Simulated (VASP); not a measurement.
# CoH3 (P6_3/mmc) in VASP: a series of runs, part 2 of 2

VASP 6.6.1. Earlier steps stand in the parts before.

## 3. Relaxation of cell and atoms, PBE, collinear spin, ferromagnetic start

This run uses another cell than the first one, of 11.24 Å³/atom.

INCAR

```
ALGO = Normal ; EDIFF = 1E-7
EDIFFG = -0.08 ; ENCUT = 600
GGA = PE ; IBRION = 2
ISIF = 3 ; ISMEAR = 0
ISPIN = 2 ; LASPH = True
LCHARG = False ; LMAXMIX = 4
LORBIT = 11 ; LREAL = False
LWAVE = False ; MAGMOM = 3 3 0 0 0 0 0 0
NELM = 150 ; NSW = 36
PREC = Accurate ; SIGMA = 0.15
```

KPOINTS

```
k-points
0
Gamma
  3 3 3
```

POSCAR

```
CoH3
1.0
    5.1291229300      0.0000000000      0.0000000000
   -2.5645614700      4.4419507600      0.0000000000
    0.0000000000      0.0000000000      3.9466115000
Co H
2 6
Direct
    0.3333333300      0.6666666700      0.7500000000
    0.6666666700      0.3333333300      0.2500000000
    0.1677048800      0.3354097600      0.2500000000
    0.6645902400      0.8322951200      0.2500000000
    0.1677048800      0.8322951200      0.2500000000
    0.8322951200      0.6645902400      0.7500000000
    0.3354097600      0.1677048800      0.7500000000
    0.8322951200      0.1677048800      0.7500000000
```

Potentials or basis: VASP PAW PBE potentials, release 64 (Co, H).

Run with:

```bash
cat potpaw_PBE.64/Co/POTCAR potpaw_PBE.64/H/POTCAR > POTCAR
mpirun -np 1 vasp_std > vasp.out
```

OUTCAR:

```text
EDIFF = 1E-7
   EDIFFG = -0.08
   ENCUT = 600
   GGA = PE
   IBRION = 2
   ISIF = 3
   ISMEAR = 0
   ISPIN = 2
   LASPH = True
   LORBIT = 11
   LREAL = False
   NELM = 150
   NSW = 36
   PREC = Accurate

 ion  position               nearest neighbor table
   1  0.333  0.667  0.750-
   2  0.667  0.333  0.250-
   3  0.168  0.335  0.250-
   4  0.665  0.832  0.250-
   5  0.168  0.832  0.250-
   6  0.832  0.665  0.750-
   7  0.335  0.168  0.750-
   8  0.832  0.168  0.750-

  LATTYP: Found a hexagonal cell.
 ALAT       =     5.1291229300
 C/A-ratio  =     0.7694515327

  Lattice vectors:

 A1 = (   5.1291229300,   0.0000000000,   0.0000000000)
 A2 = (  -2.5645614700,   4.4419507600,   0.0000000000)
 A3 = (   0.0000000000,   0.0000000000,   3.9466115000)

Analysis of symmetry for initial positions (statically):
=====================================================================
 Subroutine PRICEL returns:
 Original cell was already a primitive cell.

 Routine SETGRP: Setting up the symmetry group for a
 hexagonal supercell.

 Subroutine GETGRP returns: Found 24 space group operations
 (whereof 12 operations were pure point group operations)
[... 185 lines left out ...]
  in kB     -233.2751230   -233.2751234   -279.4512194      0.0000003      0.0000000      0.0000000
  external PRESSURE =    -248.6671553 kB  Pullay stress =       0.0000000 kB
[... 688 lines left out ...]
     19      42.7083      0.00000
     20      46.8316      0.00000

[... ionic steps 4 to 14 ...]

--------------------------------------- Ionic step       15  -------------------------------------------

 number of electron      24.0000003 magnetization      -0.0003670

------------------------ aborting loop because EDIFF is reached ----------------------------------------
[... 79 lines left out ...]
--------------------------------------- Ionic step       17  -------------------------------------------

 number of electron      24.0000001 magnetization      -0.0026698

 Free energy of the ion-electron system (eV)
  ---------------------------------------------------
  ext. energy  EPLUGINS =         0.00000000
  ---------------------------------------------------
  free energy    TOTEN  =       -32.64477396 eV

  energy without entropy =      -32.60788567  energy(sigma->0) =      -32.62632982

 E-fermi :   6.2476     XC(G=0): -11.8412

 val. band max:        5.9281059625   @ k =   0.3333   0.3333   0.0000
 cond. band min:       6.2689262854   @ k =   0.3333   0.0000   0.3333
 fundamental gap:      0.3408203229
 Fermi energy:         6.2475611870
[... 314 lines left out ...]
  FREE ENERGIE OF THE ION-ELECTRON SYSTEM (eV)
  ---------------------------------------------------
  free  energy   TOTEN  =       -32.6447739598 eV

  energy  without entropy=      -32.6078856720  energy(sigma->0) =      -32.62632982

 reached required accuracy - stopping structural energy minimisation

 total charge

# of ion       s       p       d       tot
------------------------------------------
    1        0.389   0.593   7.584   8.567
    2        0.389   0.593   7.584   8.567
    3        0.496   0.029   0.000   0.525
    4        0.496   0.029   0.000   0.525
    5        0.496   0.029   0.000   0.525
    6        0.496   0.029   0.000   0.525
    7        0.496   0.029   0.000   0.525
    8        0.496   0.029   0.000   0.525
--------------------------------------------------
tot          3.757   1.359  15.168  20.283

 magnetization (x)

# of ion       s       p       d       tot
------------------------------------------
    1       -0.000  -0.000  -0.001  -0.001
    2       -0.000  -0.000  -0.001  -0.001
    3        0.000  -0.000   0.000   0.000
    4        0.000  -0.000   0.000   0.000
    5        0.000  -0.000   0.000   0.000
    6        0.000  -0.000   0.000   0.000
    7        0.000  -0.000   0.000   0.000
    8        0.000  -0.000   0.000   0.000
--------------------------------------------------
tot         -0.000  -0.000  -0.003  -0.003
```

CONTCAR:

```text
CoH3
   1.00000000000000
     4.3156336746249906    0.0000000014666954   -0.0000000000000000
    -2.1578168402492897    3.7374483960816760    0.0000000000000000
    -0.0000000000000000    0.0000000000000000    2.5231077913342235
  Co              H
     2     6
Direct
     0.3333333300000021    0.6666666699999979    0.7500000000000000
     0.6666666699999979    0.3333333300000021    0.2500000000000000
     0.1882376684748710    0.3764753369296256    0.2500000000000000
     0.6235246630481752    0.8117623315251290    0.2500000000000000
     0.1882376684769608    0.8117623315452380    0.2500000000000000
     0.8117623315251290    0.6235246630703744    0.7500000000000000
     0.3764753369518247    0.1882376684748710    0.7500000000000000
     0.8117623315230391    0.1882376684547618    0.7500000000000000

  0.00000000E+00  0.00000000E+00  0.00000000E+00
  0.00000000E+00  0.00000000E+00  0.00000000E+00
  0.00000000E+00  0.00000000E+00  0.00000000E+00
  0.00000000E+00  0.00000000E+00  0.00000000E+00
  0.00000000E+00  0.00000000E+00  0.00000000E+00
  0.00000000E+00  0.00000000E+00  0.00000000E+00
  0.00000000E+00  0.00000000E+00  0.00000000E+00
  0.00000000E+00  0.00000000E+00  0.00000000E+00
```

Run time: 13 min. Hardware: 1 thread of Intel Xeon Platinum 8259CL at 2.50GHz (Skylake/Cascade Lake), shared host; peak memory 0.3 GiB.

What came out:

* Free energy: -32.6448 eV
* Relaxed volume: 5.09 Å³/atom
* Relaxed cell: a = 4.316 Å, b = 4.316 Å, c = 2.523 Å, α = 90.00°, β = 90.00°, γ = 120.00°
* Space group after relaxing (to 0.1 Å): P6_3/mmc (No. 194)
* Pressure after relaxing: -0.3 GPa
* Largest force after relaxing: 0.048 eV/Å
* Band gap on the k mesh: zero (filled and empty bands overlap)
* Net moment: 0.00 μB per cell
* Valence electrons inside the program's atomic spheres: Co 8.57; H 0.53

Forces on the atoms (eV/Å):
```
Co   0.000  0.000  0.000
Co   0.000  0.000  0.000
H    0.000  0.048  0.000
H   -0.042 -0.024  0.000
H    0.042 -0.024  0.000
H    0.000 -0.048  0.000
H    0.042  0.024  0.000
H   -0.042  0.024  0.000
```

Stress tensor (GPa, compression positive):
```
-0.53  0.00  0.00
 0.00 -0.53  0.00
 0.00  0.00  0.29
```

Final structure:
```
Co H
1.0
     4.31563    0.00000    0.00000
    -2.15782    3.73745    0.00000
     0.00000    0.00000    2.52311
Co H
2 6
Direct
  0.33333 0.66667 0.75000
  0.66667 0.33333 0.25000
  0.18824 0.37648 0.25000
  0.62352 0.81176 0.25000
  0.18824 0.81176 0.25000
  0.81176 0.62352 0.75000
  0.37648 0.18824 0.75000
  0.81176 0.18824 0.75000
```

Levels at points of the mesh, in eV from the Fermi level:
Spin up:
```
           k point  band 9  band 10  band 11  band 12  band 13  band 14  band 15  band 16
(0.00, 0.00, 0.00)   -1.05    -0.49    -0.49    -0.46    -0.46     2.09     2.09     2.37
```
Spin down:
```tsv
k point	band 10	band 11	band 12	band 13	band 14	band 15
(0.00, 0.00, 0.00)	-0.49	-0.49	-0.46	-0.46	2.09	2.09
```

Caveat: the k points lie up to 0.83 Å⁻¹ apart in the final cell, too coarse for converged energies and pressures of a metal; the volume moved by over 15 % at a fixed basis, so the end points are rough; the relaxation stopped at a loose force limit of 0.08 eV/Å, so its end isn't a converged minimum.
